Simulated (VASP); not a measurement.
# SnSe (Fm-3m) in VASP: a series of runs, part 2 of 2

VASP 6.6.1. The steps go on from the part before.

## Step 4: Single point, PBEsol

This run uses another cell than the first one, of 21.08 Å³/atom.

Contents of INCAR:

```
  ALGO = Normal
  EDIFF = 1E-6
  ENCUT = 520
  GGA = PS
  ISIF = 2
  ISMEAR = 0
  LASPH = T
  LCHARG = F
  LREAL = F
  LWAVE = F
  NBANDS = 17
  NELM = 80
  PREC = Accurate
  SIGMA = 0.01
```

Contents of KPOINTS:

```
k-points
0
Gamma
  8 8 8
```

Contents of POSCAR:

```
SnSe
1.0
    0.0000000000      2.7625430100      2.7625430100
    2.7625430100      0.0000000000      2.7625430100
    2.7625430100      2.7625430100      0.0000000000
Sn Se
1 1
Direct
    0.0000000000      0.0000000000      0.0000000000
    0.5000000000      0.5000000000      0.5000000000
```

Potentials or basis: VASP PAW PBE potentials, release 64 (Sn_d, Se).

Started as:

```
$ cat potpaw_PBE.64/Sn_d/POTCAR potpaw_PBE.64/Se/POTCAR > POTCAR
$ mpirun -np 1 vasp_std > vasp.out
```

OUTCAR:

```text
EDIFF = 1E-6
   ENCUT = 520
   GGA = PS
   ISIF = 2
   ISMEAR = 0
   LASPH = T
   LREAL = F
   NELM = 80
   PREC = Accurate

 ion  position               nearest neighbor table
   1  0.000  0.000  0.000-   2 2.76   2 2.76   2 2.76   2 2.76   2 2.76   2 2.76
   2  0.500  0.500  0.500-   1 2.76   1 2.76   1 2.76   1 2.76   1 2.76   1 2.76

  LATTYP: Found a face centered cubic cell.
 ALAT       =     5.5250860200

  Lattice vectors:

 A1 = (   0.0000000000,   2.7625430100,   2.7625430100)
 A2 = (   2.7625430100,   0.0000000000,   2.7625430100)
 A3 = (   2.7625430100,   2.7625430100,   0.0000000000)

Analysis of symmetry for initial positions (statically):
=====================================================================
 Subroutine PRICEL returns:
 Original cell was already a primitive cell.

 Routine SETGRP: Setting up the symmetry group for a
 face centered cubic supercell.

 Subroutine GETGRP returns: Found 48 space group operations
 (whereof 48 operations were pure point group operations)
 out of a pool of 48 trial point group operations.

[... 154 lines left out ...]

 Free energy of the ion-electron system (eV)
  ---------------------------------------------------
  ext. energy  EPLUGINS =         0.00000000
  ---------------------------------------------------
  free energy    TOTEN  =        -8.44652535 eV

  energy without entropy =       -8.44652535  energy(sigma->0) =       -8.44652535

 E-fermi :   9.1578     XC(G=0): -10.9855

 val. band max:        9.1137539142   @ k =  -0.2500   0.1250   0.0000
 cond. band min:       9.5566201665   @ k =  -0.3750   0.1250   0.0000
 fundamental gap:      0.4428662523
 Fermi energy:         9.1578445254

 k-point     1 :       0.0000    0.0000    0.0000
  band No.  band energies     occupation
      1     -12.9412      2.00000
      2     -12.9412      2.00000
      3     -12.9255      2.00000
      4     -12.9255      2.00000
      5     -12.9255      2.00000
      6      -7.2745      2.00000
[... 457 lines left out ...]
      4     -12.9019      2.00000
      5     -12.8852      2.00000
      6      -5.3383      2.00000
[... 9 lines left out ...]
     16      20.1636      0.00000
     17      20.2185      0.00000

 [... further k-points ...]
[... 5 lines left out ...]
  --------------------------------------------------------------------------------------
  -------------------------------------------------------------------------------------
  Total        5.3010175      5.3010175      5.3010175      0.0000000     -0.0000000      0.0000000
  in kB      201.4246802    201.4246802    201.4246802      0.0000000     -0.0000000      0.0000000
  external PRESSURE =     201.4246802 kB  Pullay stress =       0.0000000 kB

 VOLUME and BASIS-vectors are now :
 -----------------------------------------------------------------------------
  energy-cutoff  :      520.00
  volume of cell :       42.17
      direct lattice vectors                 reciprocal lattice vectors
     0.000000000  2.762543010  2.762543010    -0.180992657  0.180992657  0.180992657
     2.762543010  0.000000000  2.762543010     0.180992657 -0.180992657  0.180992657
     2.762543010  2.762543010  0.000000000     0.180992657  0.180992657 -0.180992657

 POSITION                                       TOTAL-FORCE (eV/Angst)
 -----------------------------------------------------------------------------------
      0.00000      0.00000      0.00000        -0.000000      0.000000     -0.000000
      2.76254      2.76254      2.76254         0.000000      0.000000      0.000000
 -----------------------------------------------------------------------------------
    total drift:                               -0.000000      0.000000      0.000000

  FREE ENERGIE OF THE ION-ELECTRON SYSTEM (eV)
  ---------------------------------------------------
  free  energy   TOTEN  =        -8.4465253538 eV

  energy  without entropy=       -8.4465253538  energy(sigma->0) =       -8.44652535
```

Wall time 23 s (1 thread of Intel Xeon 8259CL, shared host); peak memory 0.18 GiB.

What came out:

```
Free energy            : -8.4465 eV
Pressure               : 20.1 GPa
Band gap on the k mesh : 0.44 eV (least direct gap 0.45 eV)
```

Levels at points of the mesh, in eV from the valence-band top:
| k point | band 7 | band 8 | band 9 | band 10 | band 11 | band 12 | band 13 | band 14 |
| --- | --- | --- | --- | --- | --- | --- | --- | --- |
| (0.00, 0.00, 0.00) | -4.50 | -3.42 | -3.42 | -3.42 | 4.85 | 4.85 | 4.85 | 5.02 |
| (0.50, 0.00, 0.00) | -10.14 | -3.08 | -3.08 | -0.75 | 0.51 | 0.51 | 1.29 | 8.48 |
| (0.50, 0.50, 0.00) | -7.95 | -6.60 | -5.45 | -5.45 | 1.51 | 6.47 | 6.47 | 7.29 |

Caveat: the cell stands under pressure; the PAW data sets were made with another functional, which shifts forces and pressure a little; spin-orbit coupling is left out, which moves the levels of the heavy elements.

## Step 5: Single point, PBEsol

This run uses another cell than the first one, of 26.27 Å³/atom.

Contents of INCAR:

```
PREC = Accurate
ENCUT = 520
EDIFF = 1E-7
ISMEAR = 0
SIGMA = 0.01
LREAL = F
LASPH = T
NELM = 60
ALGO = Normal
ISIF = 2
LWAVE = F
LCHARG = T
GGA = PS
LELF = T
LVHAR = T
NBANDS = 17
```

Contents of KPOINTS:

```
regular mesh
0
Gamma
  8 8 8
```

Contents of POSCAR:

```
SnSe
1.0
    0.0000000000      2.9727546667      2.9727546667
    2.9727546667      0.0000000000      2.9727546667
    2.9727546667      2.9727546667      0.0000000000
Sn Se
1 1
Direct
    0.0000000000      0.0000000000      0.0000000000
    0.5000000000      0.5000000000      0.5000000000
```

Started as:

```
$ cat potpaw_PBE.64/Sn_d/POTCAR potpaw_PBE.64/Se/POTCAR > POTCAR
$ mpirun -np 1 vasp_std > vasp.out
```

Run time: 21 s. Hardware: 1 thread of Intel Xeon 8259CL, shared host; peak memory 0.18 GiB.

The run converged. Its results:

- Free energy: -8.9856 eV
- Pressure: 0.0 GPa
- Band gap on the k mesh: 0.75 eV (least direct gap 0.82 eV)

Levels at points of the mesh, in eV from the valence-band top:
```
           k point  band 7  band 8  band 9  band 10  band 11  band 12  band 13  band 14
(0.00, 0.00, 0.00)   -4.87   -2.18   -2.18    -2.18     4.54     4.54     4.54     5.87
(0.50, 0.00, 0.00)   -8.17   -1.92   -1.92     0.00     0.82     1.30     1.30     8.34
(0.50, 0.50, 0.00)   -5.94   -5.65   -3.71    -3.71     2.91     5.65     5.65     6.29
```

Caveat: the PAW data sets were made with another functional, which shifts forces and pressure a little; spin-orbit coupling is left out, which moves the levels of the heavy elements. A k mesh can miss the band edges.

## Step 6: Single point, PBEsol

This run uses another cell than the first one, of 26.27 Å³/atom.

Contents of INCAR:

```
PREC = Accurate ; ENCUT = 520
EDIFF = 1E-7 ; ISMEAR = 0
SIGMA = 0.02 ; LREAL = F
LASPH = T ; NELM = 80
ALGO = Normal ; ISIF = 2
LWAVE = F ; LCHARG = F
GGA = PS ; NBANDS = 17
```

KPOINTS is that of step 5.

Contents of POSCAR:

```
SnSe
1.0
    0.0000000000      2.9727546651      2.9727546651
    2.9727546651      0.0000000000      2.9727546651
    2.9727546651      2.9727546651      0.0000000000
Sn Se
1 1
Direct
    0.0000000000      0.0000000000      0.0000000000
    0.5000000000      0.5000000000      0.5000000000
```

Potentials or basis: VASP PAW PBE potentials, release 64 (Sn_d, Se).

Started as:

```
$ cat potpaw_PBE.64/Sn_d/POTCAR potpaw_PBE.64/Se/POTCAR > POTCAR
$ mpirun -np 1 vasp_std > vasp.out
```

OUTCAR:

```text
PREC = Accurate
   ENCUT = 520
   EDIFF = 1E-7
   ISMEAR = 0
   LREAL = F
   LASPH = T
   NELM = 80
   ISIF = 2
   GGA = PS

 ion  position               nearest neighbor table
   1  0.000  0.000  0.000-   2 2.97   2 2.97   2 2.97   2 2.97   2 2.97   2 2.97
   2  0.500  0.500  0.500-   1 2.97   1 2.97   1 2.97   1 2.97   1 2.97   1 2.97

  LATTYP: Found a face centered cubic cell.
 ALAT       =     5.9455093302

  Lattice vectors:

 A1 = (   0.0000000000,   2.9727546651,   2.9727546651)
 A2 = (   2.9727546651,   0.0000000000,   2.9727546651)
 A3 = (   2.9727546651,   2.9727546651,   0.0000000000)

Analysis of symmetry for initial positions (statically):
=====================================================================
 Subroutine PRICEL returns:
 Original cell was already a primitive cell.

 Routine SETGRP: Setting up the symmetry group for a
 face centered cubic supercell.

 Subroutine GETGRP returns: Found 48 space group operations
 (whereof 48 operations were pure point group operations)
 out of a pool of 48 trial point group operations.

The static configuration has the point symmetry O_h .

Analysis of symmetry for dynamics (positions and initial velocities):
=====================================================================
 Subroutine PRICEL returns:
 Original cell was already a primitive cell.

 Routine SETGRP: Setting up the symmetry group for a
 face centered cubic supercell.

 Subroutine GETGRP returns: Found 48 space group operations
 (whereof 48 operations were pure point group operations)
 out of a pool of 48 trial point group operations.

The dynamic configuration has the point symmetry O_h .

 Subroutine INISYM returns: Found 48 space group operations
 (whereof 48 operations are pure point group operations),
 and found     1 'primitive' translations

[... 106 lines left out ...]
   NUPDOWN=      -1.0000    fix difference up-down
   EMIN   =  10.00;   EMAX   =-10.00  energy-range for DOS
   EFERMI =   0.00;   METHOD = LEGACY
   ISMEAR =     0;   SIGMA  =   0.02  broadening in eV -4-tet -1-fermi 0-gaus
   EFERMI_NEDOS =   21; number of points for ismear=-14 and -15
   IALGO  =     38    algorithm
   IMIX   =      4    mixing-type and parameters
     AMIX     =   0.40;   BMIX     =  1.00
     AMIX_MAG =   1.60;   BMIX_MAG =  1.00
  volume/ion in A,a.u.               =      26.27       177.29
  Fermi-wavevector in a.u.,A,eV,Ry     =   1.186449  2.242064 19.152396  1.407661
  Thomas-Fermi vector in A             =   2.322622
   LORBIT       =      0    0 simple, 1 ext, 2 COOP (PROOUT), +10 PAW based schemes
   GGA     = PS    functional components
   LHFCALC =     F    Hartree Fock is set to
   AEXX    =    0.0000 exact exchange contribution
   IVDW    =     0    specifies the selected vdW correction
   LEPSILON=     F    determine dielectric tensor
   LRPA    =     F    only Hartree local field effects (RPA)
 non-spin polarized calculation
 Gauss-broadening in eV      SIGMA  =   0.02
  energy-cutoff  :      520.00
  volume of cell :       52.54
 maximum number of plane-waves:      1428
   NGX = 15   NGY = 15   NGZ = 15

 number of electron      20.0000006 magnetization

 Free energy of the ion-electron system (eV)
  ---------------------------------------------------
  ext. energy  EPLUGINS =         0.00000000
  ---------------------------------------------------
  free energy    TOTEN  =        -8.98564960 eV

  energy without entropy =       -8.98564960  energy(sigma->0) =       -8.98564960

 E-fermi :   5.8419     XC(G=0):  -9.9458

 val. band max:        5.7500180184   @ k =   0.5000   0.0000   0.0000
 cond. band min:       6.4988570269   @ k =  -0.3750   0.1250   0.0000
 fundamental gap:      0.7488390086
 Fermi energy:         5.8419353981

 k-point     1 :       0.0000    0.0000    0.0000
  band No.  band energies     occupation
      1     -15.6178      2.00000
      2     -15.6178      2.00000
      3     -15.6168      2.00000
      4     -15.6168      2.00000
      5     -15.6168      2.00000
      6      -8.2758      2.00000
[... 457 lines left out ...]
      4     -15.6064      2.00000
      5     -15.6001      2.00000
      6      -7.0856      2.00000
[... 9 lines left out ...]
     16      16.6909      0.00000
     17      16.7856      0.00000

 [... further k-points ...]
[... 5 lines left out ...]
  --------------------------------------------------------------------------------------
  -------------------------------------------------------------------------------------
  Total        0.0049202      0.0049202      0.0049202      0.0000000      0.0000000     -0.0000000
  in kB        0.1500339      0.1500339      0.1500339      0.0000000      0.0000000     -0.0000000
  external PRESSURE =       0.1500339 kB  Pullay stress =       0.0000000 kB

 VOLUME and BASIS-vectors are now :
 -----------------------------------------------------------------------------
  energy-cutoff  :      520.00
  volume of cell :       52.54
      direct lattice vectors                 reciprocal lattice vectors
     0.000000000  2.972754665  2.972754665    -0.168194169  0.168194169  0.168194169
     2.972754665  0.000000000  2.972754665     0.168194169 -0.168194169  0.168194169
     2.972754665  2.972754665  0.000000000     0.168194169  0.168194169 -0.168194169

 POSITION                                       TOTAL-FORCE (eV/Angst)
 -----------------------------------------------------------------------------------
      0.00000      0.00000      0.00000        -0.000000     -0.000000      0.000000
      2.97275      2.97275      2.97275         0.000000      0.000000     -0.000000
 -----------------------------------------------------------------------------------
    total drift:                                0.000000     -0.000000     -0.000000

  FREE ENERGIE OF THE ION-ELECTRON SYSTEM (eV)
  ---------------------------------------------------
  free  energy   TOTEN  =        -8.9856495998 eV

  energy  without entropy=       -8.9856495998  energy(sigma->0) =       -8.98564960
```

Run time: 23 s. Hardware: 1 thread of Intel Xeon 8259CL, shared host; peak memory 0.19 GiB.

What came out:

| Property | Result |
| --- | --- |
| Free energy | -8.9856 eV |
| Pressure | 0.0 GPa |
| Band gap on the k mesh | 0.75 eV (least direct gap 0.82 eV) |

Levels at points of the mesh, in eV from the valence-band top:
```csv
k point,band 7,band 8,band 9,band 10,band 11,band 12,band 13,band 14
"(0.00, 0.00, 0.00)",-4.87,-2.18,-2.18,-2.18,4.54,4.54,4.54,5.87
"(0.50, 0.00, 0.00)",-8.17,-1.92,-1.92,0.00,0.82,1.30,1.30,8.34
"(0.50, 0.50, 0.00)",-5.94,-5.65,-3.71,-3.71,2.91,5.65,5.65,6.29
```

Caveat: the PAW data sets were made with another functional, which shifts forces and pressure a little; spin-orbit coupling is left out, which moves the levels of the heavy elements.

## Step 7: Summary

| cell | smearing | gap on the mesh (eV) | pressure (GPa) |
| --- | --- | --- | --- |
| a = 4.169 Å, angles 60.0°, 2 atoms | gaussian 0.02 eV | 0.76 | 1.5 |
| a = 4.195 Å, angles 60.0°, 2 atoms | gaussian 0.02 eV | 0.76 | 0.4 |
| a = 3.907 Å, angles 60.0°, 2 atoms | gaussian 0.01 eV | 0.44 | 20.1 |
| a = 4.204 Å, angles 60.0°, 2 atoms | gaussian 0.01 eV | 0.75 | 0.0 |
| a = 4.204 Å, angles 60.0°, 2 atoms | gaussian 0.02 eV | 0.75 | 0.0 |

Alike in all rows: task single point; level PBEsol; potentials or basis VASP PAW PBE potentials, release 64 (Sn_d, Se); no spin polarisation; k mesh 8 × 8 × 8; cutoff (eV) 520.

Caveats: the PAW data sets were made with another functional, which shifts forces and pressure a little; spin-orbit coupling is left out, which moves the levels of the heavy elements; the cell stands under pressure (at least some runs).

Total energies depend on the potentials used, so only differences within one code and one set of settings carry meaning.
